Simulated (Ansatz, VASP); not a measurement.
# ScZn in VASP and in Ansatz

```
Sc Zn
1.0
     3.35000   -0.01675   -0.01675
    -0.01675    3.35000   -0.01675
    -0.01675   -0.01675    3.35000
Sc Zn
1 1
Cartesian
  0.0000 0.0000 0.0000
  1.6583 1.6583 1.6583
```

Change from the starting cell: equal xy, yz and zx shear strains of -1 %.

Alike in both runs: task single point; functional PBEsol; k mesh 10 × 10 × 10; occupations fermi-dirac, width 0.03 eV; no spin polarisation.

|  | VASP | Ansatz |
| --- | --- | --- |
| version | VASP 6.6.1 | Ansatz 0.2.0 |
| potentials or method | VASP PAW PBE potentials, release 64 (Sc_sv, Zn), cutoff 520 eV | all-electron LAPW, scalar-relativistic |

Ansatz gave:

* pressure (GPa): -3.3
* traceless stress, the component that is largest in VASP (GPa): 0.70

Task: What did VASP give for the same quantities?

Result: Pressure (GPa): -3.1; traceless stress, the component that is largest in VASP (GPa): 0.70.

VASP's potentials were made for PBE, not for PBEsol. Ansatz ran all-electron here, and VASP with PAW potentials.
